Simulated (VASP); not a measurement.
# Sn2HSe4 in VASP: single point with PBE+D3(BJ)

Aim: the single point of Sn2HSe4 with PBE+D3(BJ).

All numbers are computed with VASP 6.6.1; they aren't measurements. Logs are shortened: lines on timing, memory, paths and dates and some standing lists are left out, and cuts for length are marked.

### 1 The cell of the first run

The cell holds a slab with vacuum, 14 atoms: a = 7.678 Å, b = 7.678 Å, c = 21.938 Å, α = 90.00°, β = 90.00°, γ = 120.00°.

### 2 Single point, PBE+D3(BJ)

File INCAR:

```
PREC     = Accurate       # precision mode
ENCUT    = 520            # plane-wave cutoff, eV
EDIFF    = 1E-7           # SCF threshold, eV
ISMEAR   = 0              # smearing method
SIGMA    = 0.05           # smearing width, eV
LREAL    = False          # projectors in reciprocal space
LASPH    = True           # aspherical terms in the spheres
NELM     = 60             # most SCF steps
ALGO     = Normal         # electronic algorithm
ISIF     = 2              # what is computed and relaxed
LWAVE    = False          # write WAVECAR
LCHARG   = False          # write CHGCAR
LDIPOL   = True         
IDIPOL   = 3            
DIPOL    = 0.5 0.5 0.468
GGA      = PE             # functional
IVDW     = 12             # dispersion correction
NBANDS   = 66             # bands
```

File KPOINTS:

```
Automatic mesh
0
Gamma
  3 3 1
```

File POSCAR:

```
Sn2HSe4
1.0
    7.6780971922      0.0000000000      0.0000000000
   -3.8390485961      6.6494272212      0.0000000000
    0.0000000000      0.0000000000     21.9380039997
Se Sn H
8 4 2
Direct
    0.3333333334      0.1666666667      0.3646639868
    0.3333333334      0.6666666667      0.3646639868
    0.8333333334      0.1666666667      0.3646639868
    0.8333333334      0.6666666667      0.3646639868
    0.1666919163      0.3333838325      0.5101066275
    0.1665056929      0.8333330976      0.5100470268
    0.6665988814      0.3331977628      0.5101204440
    0.6668274047      0.8333330976      0.5100470268
    0.0000947532      0.0001895063      0.4373271180
   -0.0000859366      0.4999959717      0.4373941336
    0.4999776281     -0.0000447438      0.4373669092
    0.5000819083      0.4999959717      0.4373941336
    0.4036087533      0.8072175065      0.6332841439
    0.4044265779      0.8088531559      0.6675344813
```

Potentials or basis: VASP PAW PBE potentials, release 64 (Se, Sn_d, H).

Command:

```
$ cat potpaw_PBE.64/Se/POTCAR potpaw_PBE.64/Sn_d/POTCAR potpaw_PBE.64/H/POTCAR > POTCAR
$ mpirun -np 1 vasp_std > vasp.out
```

OUTCAR:

```text
PREC = Accurate
   ENCUT = 520
   EDIFF = 1E-7
   ISMEAR = 0
   LREAL = False
   LASPH = True
   NELM = 60
   ISIF = 2
   GGA = PE
   IVDW = 12
 IVDW          = 12

 ion  position               nearest neighbor table
   1  0.333  0.167  0.365-   9 2.73  11 2.73  12 2.73
   2  0.333  0.667  0.365-  11 2.73  12 2.73  10 2.73
   3  0.833  0.167  0.365-   9 2.73  11 2.73  10 2.73
   4  0.833  0.667  0.365-  10 2.73  12 2.73   9 2.73
   5  0.167  0.333  0.510-   9 2.73  12 2.73  10 2.73
   6  0.167  0.833  0.510-  10 2.73   9 2.73  11 2.73
   7  0.667  0.333  0.510-  11 2.73  10 2.73  12 2.73
   8  0.667  0.833  0.510-  12 2.73   9 2.73  11 2.73
   9  0.000  0.000  0.437-   1 2.73   3 2.73   6 2.73   8 2.73   5 2.73   4 2.73
  10  1.000  0.500  0.437-   6 2.73   4 2.73   7 2.73   3 2.73   5 2.73   2 2.73
  11  0.500  1.000  0.437-   2 2.73   1 2.73   3 2.73   7 2.73   6 2.73   8 2.73
  12  0.500  0.500  0.437-   8 2.73   4 2.73   7 2.73   1 2.73   5 2.73   2 2.73
  13  0.404  0.807  0.633-  14 0.75
  14  0.404  0.809  0.668-  13 0.75

  LATTYP: Found a hexagonal cell.
 ALAT       =     7.6780971922
 C/A-ratio  =     2.8572188461

  Lattice vectors:

 A1 = (   7.6780971922,   0.0000000000,   0.0000000000)
 A2 = (  -3.8390485961,   6.6494272212,   0.0000000000)
 A3 = (   0.0000000000,   0.0000000000,  21.9380039997)

Analysis of symmetry for initial positions (statically):
=====================================================================
 Subroutine PRICEL returns:
 Original cell was already a primitive cell.

 Routine SETGRP: Setting up the symmetry group for a
 hexagonal supercell.

 Subroutine GETGRP returns: Found  2 space group operations
 (whereof  2 operations were pure point group operations)
 out of a pool of 24 trial point group operations.

The static configuration has the point symmetry C_1h.

Analysis of symmetry for dynamics (positions and initial velocities):
=====================================================================
 Subroutine PRICEL returns:
 Original cell was already a primitive cell.

 Routine SETGRP: Setting up the symmetry group for a
 hexagonal supercell.

 Subroutine GETGRP returns: Found  2 space group operations
 (whereof  2 operations were pure point group operations)
 out of a pool of 24 trial point group operations.

The dynamic configuration has the point symmetry C_1h.

 Subroutine INISYM returns: Found  2 space group operations
 (whereof  2 operations are pure point group operations),
 and found     1 'primitive' translations

----------------------------------------------------------------------------------------

                                     Primitive cell

  volume of cell :    1120.0437

  direct lattice vectors                    reciprocal lattice vectors
     7.678097192  0.000000000  0.000000000     0.130240602  0.075194447  0.000000000
    -3.839048596  6.649427221  0.000000000     0.000000000  0.150388893  0.000000000
     0.000000000  0.000000000 21.938004000     0.000000000  0.000000000  0.045582998

  length of vectors
     7.678097192  7.678097192 21.938004000     0.150388893  0.150388893  0.045582998

  position of ions in fractional coordinates (direct lattice)
     0.333333333  0.166666667  0.364663987
     0.333333333  0.666666667  0.364663987
     0.833333333  0.166666667  0.364663987
     0.833333333  0.666666667  0.364663987
     0.166691916  0.333383832  0.510106628
     0.166505693  0.833333098  0.510047027
     0.666598881  0.333197763  0.510120444
     0.666827405  0.833333098  0.510047027
     0.000094753  0.000189506  0.437327118
     0.999914063  0.499995972  0.437394134
     0.499977628  0.999955256  0.437366909
     0.500081908  0.499995972  0.437394134
     0.403608753  0.807217507  0.633284144
     0.404426578  0.808853156  0.667534481

  ion indices of the primitive-cell ions
   primitive index   ion index
                 1           1
                 2           2
                 3           3
                 4           4
                 5           5
                 6           6
                 7           7
                 8           8
                 9           9
                10          10
                11          11
                12          12
                13          13
                14          14

----------------------------------------------------------------------------------------

 KPOINTS: Automatic mesh

Automatic generation of k-mesh.
 Grid dimensions read from file:
 generate k-points for:    3    3    1

 Generating k-lattice:

  Cartesian coordinates                     Fractional coordinates (reciprocal lattice)
     0.043413534  0.025064816  0.000000000     0.333333333  0.000000000  0.000000000
     0.000000000  0.050129631  0.000000000     0.000000000  0.333333333  0.000000000
     0.000000000  0.000000000  0.045582998     0.000000000  0.000000000  1.000000000

  Length of vectors
     0.050129631  0.050129631  0.045582998

  Shift w.r.t. Gamma in fractional coordinates (k-lattice)
     0.000000000  0.000000000  0.000000000

 Subroutine IBZKPT returns following result:
 ===========================================

 Found      4 irreducible k-points:

 Following reciprocal coordinates:
            Coordinates               Weight
  0.000000  0.000000  0.000000      1.000000
  0.333333 -0.000000  0.000000      4.000000
  0.000000  0.333333  0.000000      2.000000
  0.333333  0.333333  0.000000      2.000000
   k-points           NKPTS =      4   k-points in BZ     NKDIM =      4   number of bands    NBANDS=     66
   number of dos      NEDOS =    301   number of ions     NIONS =     14
   total plane-waves  NPLWV = 604800
   dimension x,y,z NGX =    60 NGY =   60 NGZ =  168
   dimension x,y,z NGXF=   120 NGYF=  120 NGZF=  336
   ions per type =               8   4   2
   NGX,Y,Z   is equivalent  to a cutoff of  12.99, 12.99, 12.73 a.u.
   NGXF,Y,Z  is equivalent  to a cutoff of  25.98, 25.98, 25.46 a.u.
 SYSTEM =  unknown system
   PREC   = accura    normal or accurate (medium, high low for compatibility)
   ISTART =      0    job   : 0-new  1-cont  2-samecut
   ICHARG =      2    charge: 1-file 2-atom 10-const
   ISPIN  =      1    spin polarized calculation?
   LNONCOLLINEAR =      F non collinear calculations
   LSORBIT =      F    spin-orbit coupling
   LASPH  =      T    aspherical Exc in radial PAW
   ENCUT  =  520.0 eV  38.22 Ry    6.18 a.u.  14.28 14.28 40.79*2*pi/ulx,y,z
   NELM   =     60;   NELMIN=  2; NELMDL= -5     # of ELM steps
   EDIFF  = 0.1E-06   stopping-criterion for ELM
   LREAL  =      F    real-space projection
   EDIFFG = 0.1E-05   stopping-criterion for IOM
   NSW    =      0    number of steps for IOM
   IBRION =     -1    ionic relax: 0-MD 1-quasi-New 2-CG
   NFREE  =      0    steps in history (QN), initial steepest desc. (CG)
   ISIF   =      2    stress and relaxation
   ISYM   =      2    0-nonsym 1-usesym 2-fastsym
   POTIM  = 0.5000    time-step for ionic-motion
   TEBEG  =    0.0;   TEEND  =   0.0 temperature during run
   PSTRESS=    0.0 pullay stress
   NELECT =     106.0000    total number of electrons
   NUPDOWN=      -1.0000    fix difference up-down
   EMIN   =  10.00;   EMAX   =-10.00  energy-range for DOS
   EFERMI =   0.00;   METHOD = LEGACY
   ISMEAR =     0;   SIGMA  =   0.05  broadening in eV -4-tet -1-fermi 0-gaus
   EFERMI_NEDOS =   21; number of points for ismear=-14 and -15
   IALGO  =     38    algorithm
   IMIX   =      4    mixing-type and parameters
     AMIX     =   0.40;   BMIX     =  1.00
     AMIX_MAG =   1.60;   BMIX_MAG =  1.00
  volume/ion in A,a.u.               =      80.00       539.89
  Fermi-wavevector in a.u.,A,eV,Ry     =   0.746045  1.409821  7.572777  0.556583
  Thomas-Fermi vector in A             =   1.841775
   LORBIT       =      0    0 simple, 1 ext, 2 COOP (PROOUT), +10 PAW based schemes
   GGA     = PE    functional components
   LHFCALC =     F    Hartree Fock is set to
   AEXX    =    0.0000 exact exchange contribution
   IVDW    =    12    specifies the selected vdW correction
   LEPSILON=     F    determine dielectric tensor
   LRPA    =     F    only Hartree local field effects (RPA)
 non-spin polarized calculation
 Gauss-broadening in eV      SIGMA  =   0.05
  energy-cutoff  :      520.00
  volume of cell :     1120.04
 maximum number of plane-waves:     30171
 NGX is ok and might be reduce to    60
   NGX = 29   NGY = 29   NGZ = 81

 dipolmoment           0.000000      0.000000      0.001492 electrons x Angstroem

 number of electron     105.9999946 magnetization

 dipolmoment           0.000000      0.000000     -0.002860 electrons x Angstroem

 Free energy of the ion-electron system (eV)
  ---------------------------------------------------
  ext. energy  EPLUGINS =         0.00000000
  ---------------------------------------------------
  free energy    TOTEN  =       -54.16438894 eV

  energy without entropy =      -54.16438894  energy(sigma->0) =      -54.16438894

 E-fermi :  -2.9365     XC(G=0):  -3.2599

 val. band max:       -3.2032557835   @ k =   0.3333  -0.0000   0.0000
 cond. band min:      -2.4112463573   @ k =   0.0000   0.0000   0.0000
 fundamental gap:      0.7920094262
 Fermi energy:        -2.9364883331

 k-point     1 :       0.0000    0.0000    0.0000
  band No.  band energies     occupation
      1     -24.3886      2.00000
      2     -24.3881      2.00000
      3     -24.3877      2.00000
      4     -24.3422      2.00000
      5     -24.3422      2.00000
      6     -24.3202      2.00000
[... 261 lines left out ...]
     64       2.0335      0.00000
     65       2.0447      0.00000
 [bands above 65 left out]

------------------------ aborting loop because EDIFF is reached ----------------------------------------

 vacuum level on the upper side and lower side of the slab       (xc-potential included)        -0.076        -0.049

 Edisp (eV)   -3.06343

 E8    (eV) :    -1.4182

  FORCE on cell =-STRESS in cart. coord.  units (eV):
  Direction    XX          YY          ZZ          XY          YZ          ZX
  --------------------------------------------------------------------------------------
  -------------------------------------------------------------------------------------
  Total      -0.65282    -0.68563     0.05313     0.00000    -0.01201     0.00000
  in kB      -0.93383    -0.98076     0.07600     0.00000    -0.01718     0.00000
  external pressure =       -0.61 kB  Pullay stress =        0.00 kB

 VOLUME and BASIS-vectors are now :
 -----------------------------------------------------------------------------
  energy-cutoff  :      520.00
  volume of cell :     1120.04
      direct lattice vectors                 reciprocal lattice vectors
     7.678097192  0.000000000  0.000000000     0.130240602  0.075194447  0.000000000
    -3.839048596  6.649427221  0.000000000     0.000000000  0.150388893  0.000000000
     0.000000000  0.000000000 21.938004000     0.000000000  0.000000000  0.045582998

 POSITION                                       TOTAL-FORCE (eV/Angst)
 -----------------------------------------------------------------------------------
      1.91952      1.10824      8.00000         0.002192      0.002588     -0.014713
      0.00000      4.43295      8.00000        -0.000000     -0.001574     -0.009402
      5.75857      1.10824      8.00000        -0.002192      0.002588     -0.014713
      3.83905      4.43295      8.00000        -0.000000     -0.001005     -0.011785
      0.00000      2.21681     11.19072         0.000000      0.003291      0.014149
     -1.92076      5.54119     11.18941        -0.001706      0.001377      0.013375
      3.83905      2.21557     11.19102        -0.000000     -0.001390      0.012202
      1.92076      5.54119     11.18941         0.001706      0.001377      0.013375
      0.00000      0.00126      9.59408        -0.000000     -0.000993     -0.000708
      5.75793      3.32469      9.59555         0.004184     -0.001280     -0.000756
     -0.00000      6.64913      9.59496        -0.000000     -0.000586      0.000226
      1.92017      3.32469      9.59555        -0.004184     -0.001280     -0.000756
      0.00000      5.36753     13.89299        -0.000000     -0.000664      0.012850
     -0.00000      5.37841     14.64437        -0.000000     -0.002450     -0.013340
 -----------------------------------------------------------------------------------
    total drift:                               -0.000001      0.000128     -0.002646

  FREE ENERGIE OF THE ION-ELECTRON SYSTEM (eV)
  ---------------------------------------------------
  free  energy   TOTEN  =       -57.2278146793 eV

  energy  without entropy=      -57.2278146793  energy(sigma->0) =      -57.22781468

 vacuum level on the upper side and lower side of the slab         2.749         2.775
```

It took 12 min on 1 thread of Intel Xeon Platinum 8488C (Sapphire Rapids), shared host; peak memory 1.1 GiB.

What came out:

```yaml
Free_energy: -57.2278 eV
Largest_force: 0.015 eV/Å
Band_gap_on_the_k_mesh: 0.79 eV (least direct gap 0.86 eV)
Dispersion_energy_per_atom: -0.219 eV
```

Forces on the atoms (eV/Å):
```
Se   0.002  0.003 -0.015
Se   0.000 -0.002 -0.009
Se  -0.002  0.003 -0.015
Se   0.000 -0.001 -0.012
Se   0.000  0.003  0.014
Se  -0.002  0.001  0.013
Se   0.000 -0.001  0.012
Se   0.002  0.001  0.013
Sn   0.000 -0.001 -0.001
Sn   0.004 -0.001 -0.001
Sn   0.000 -0.001  0.000
Sn  -0.004 -0.001 -0.001
H    0.000 -0.001  0.013
H    0.000 -0.002 -0.013
```

Caveat: semilocal functionals underestimate gaps, and a narrow one can read as zero; spin-orbit coupling is left out, which moves the levels of the heavy elements.
